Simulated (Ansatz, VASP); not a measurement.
# TaSi2: VASP beside Ansatz

```
Ta Si
1.0
     4.76136    0.00000    0.00000
    -2.38068    4.12346    0.00000
     0.00000    0.00000    6.55812
Ta Si
3 6
Direct
  0.45505 0.00000 0.96737
  0.50000 0.50000 0.66667
  0.00000 0.50000 0.33333
  0.15926 0.31852 0.00000
  0.84074 0.15926 0.66667
  0.68148 0.84074 0.33333
  0.84074 0.68148 0.00000
  0.15926 0.84074 0.66667
  0.31852 0.15926 0.33333
```

Alike in both runs: task single point; functional PBEsol; k mesh 9 × 9 × 6; occupations gaussian, width 0.15 eV; no spin polarisation.

|  | VASP | Ansatz |
| --- | --- | --- |
| version | VASP 6.6.1 | Ansatz 0.2.0 |
| potentials or method | VASP PAW PBE potentials, release 64 (Ta_pv, Si), cutoff 520 eV | scalar-relativistic, plane waves, PAW |
| valence electrons in the cell | 57 | 63 |

Ansatz gave:

* gap on the k mesh at the Fermi level (eV): none
* pressure (GPa): 3.2
* traceless stress, the component that is largest in VASP (GPa): -2.12
* rms of the force components (eV/Å): 1.338

What did VASP give for the same quantities?

gap on the k mesh at the Fermi level (eV): none; pressure (GPa): 3.4; traceless stress, the component that is largest in VASP (GPa): -2.15; rms of the force components (eV/Å): 1.343.

VASP's potentials were made for PBE, not for PBEsol, and Ansatz warns of the same on its side. Atom by atom the forces differ by 0.005 eV/Å (rms over components). A gap of «none» marks a metal or a gap that the smearing closes. With one functional, cell and mesh, what is left measures potentials, basis and numerics. VASP's potentials hold 57 valence electrons a cell and Ansatz's 63, so a difference there can come from the potentials and not from the codes.

Neither program's run includes spin-orbit coupling.
